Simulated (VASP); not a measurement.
Input of a VASP 6.6.1 run:

File INCAR:

```
ALGO = Fast ; EDIFF = 1E-6
ENCUT = 520 ; GGA = PS
ISIF = 2 ; ISMEAR = 0
LASPH = True ; LCHARG = True
LELF = True ; LREAL = False
LVHAR = True ; LWAVE = False
NBANDS = 13 ; NELM = 100
PREC = Accurate ; SIGMA = 0.15
```

Contents of KPOINTS:

```
k-points
0
Gamma
  18 18 18
```

Contents of POSCAR:

```
Pb
1.0
    0.0000000000      2.2629797558      2.9418736826
    2.2629797558      0.0000000000      2.9418736826
    2.2629797558      2.2629797558      0.0000000000
Pb
1
Direct
    0.0000000000      0.0000000000      0.0000000000
```

Potentials or basis: VASP PAW PBE potentials, release 64 (Pb_d).

Run with:

```bash
$ cat potpaw_PBE.64/Pb_d/POTCAR > POTCAR
$ mpirun -np 1 vasp_std > vasp.out
```

(1) Estimate the band gap on the k mesh.

(2) What does it give for the pressure?

## Answers

(1) zero (bands 7 and 8 overlap by 8.41 eV).

(2) 0.8 GPa.

Caveat: the PAW data sets were made with another functional, which shifts forces and pressure a little; spin-orbit coupling is left out, which moves the levels of the heavy elements.
